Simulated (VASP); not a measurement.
Rh, 2 atoms in the cell. Symmetry: P6_3/mmc, No. 194, hexagonal system. Conventional cell: a = 2.861 Å, b = 2.861 Å, c = 4.455 Å, α = 90.00°, β = 90.00°, γ = 120.00°. Within 3.7 Å of Rh (site symmetry -6m2) lie 12 Rh at 2.77 to 2.86 Å. This isn't the form of Rh at room conditions, which is fcc.

| Quantity | Value |
| --- | --- |
| Program | VASP 6.6.1 |
| Task | single point |
| Functional | PBE |
| Potentials or basis | VASP PAW PBE potentials, release 64 (Rh_pv) |
| Cutoff | 520 eV |
| k mesh | 18 × 18 × 10 |
| Occupations | gaussian, width 0.15 eV |
| Spin | no spin polarisation |
| Dipole correction | no |
| Further INCAR settings | ALGO = Fast; EDIFF = 1e-07; NBANDS = 22 |

Potentials or basis: VASP PAW PBE potentials, release 64 (Rh_pv).

Command:

```console
$ cat potpaw_PBE.64/Rh_pv/POTCAR > POTCAR
$ mpirun -np 1 vasp_std > vasp.out
```

Hardware: 1 thread of Intel(R) Xeon(R) Platinum 8488C (Sapphire Rapids) (shared host).

Estimate the wall time of this run.

Run time: 120 s on 1 thread of Intel(R) Xeon(R) Platinum 8488C (Sapphire Rapids) (shared host), peak memory 0.24 GiB. Counts: scf iterations 15, k points 222.
